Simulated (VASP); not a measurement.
A run of VASP 6.6.1:

Contents of POSCAR:

```
MgO
1.0
    3.4840796175      0.0000000000      0.0000000000
   -1.7420398087      3.0173014576      0.0000000000
    0.0000000000      0.0000000000      4.1853171403
Mg O
2 2
Direct
    0.6666666667      0.3333333333      0.7500000000
    0.3333333333      0.6666666667      0.2500000000
    0.6666666667      0.3333333333      0.2500000000
    0.3333333333      0.6666666667      0.7500000000
```

File INCAR.step1:

```
ALGO     = Normal         # electronic algorithm
EDIFF    = 1E-5           # SCF threshold, eV
ENCUT    = 520            # plane-wave cutoff, eV
GGA      = PE             # functional
ISIF     = 2              # what is computed and relaxed
ISMEAR   = 0              # smearing method
LASPH    = True           # aspherical terms in the spheres
LREAL    = False          # projectors in reciprocal space
LWAVE    = True           # write WAVECAR
NBANDS   = 16             # bands
NELM     = 100            # most SCF steps
PREC     = Accurate       # precision mode
SIGMA    = 0.01           # smearing width, eV
```

Contents of INCAR.step2:

```
ALGO     = Normal         # electronic algorithm
EDIFF    = 1E-7           # SCF threshold, eV
ENCUT    = 520            # plane-wave cutoff, eV
GGA      = PE             # functional
HFSCREEN = 0.2079         # screening, 1/A
ISIF     = 2              # what is computed and relaxed
ISMEAR   = 0              # smearing method
ISTART   = 1            
LASPH    = True           # aspherical terms in the spheres
LCHARG   = True           # write CHGCAR
LELF     = True           # ELF
LHFCALC  = True           # exact exchange
LREAL    = False          # projectors in reciprocal space
LVHAR    = True         
LWAVE    = False          # write WAVECAR
NBANDS   = 16             # bands
NELM     = 100            # most SCF steps
PREC     = Accurate       # precision mode
PRECFOCK = Normal       
SIGMA    = 0.01           # smearing width, eV
```

Contents of KPOINTS:

```
k-points
0
Gamma
  6 6 4
```

Potentials or basis: VASP PAW PBE potentials, release 64 (Mg, O).

The run is started by

```console
$ cat potpaw_PBE.64/Mg/POTCAR potpaw_PBE.64/O/POTCAR > POTCAR
$ cp INCAR.step1 INCAR
$ mpirun -np 1 vasp_std > vasp.out
$ cp INCAR.step2 INCAR
$ mpirun -np 1 vasp_std > vasp.out
```

Hardware: 1 thread of Intel(R) Xeon(R) Platinum 8259CL CPU @ 2.50GHz (Skylake/Cascade Lake), with other jobs on the host.

How long does it take, and how much memory?

It took 35 min on 1 thread of Intel(R) Xeon(R) Platinum 8259CL CPU @ 2.50GHz (Skylake/Cascade Lake), with other jobs on the host, peak memory 0.29 GiB. Counts: k points 21.
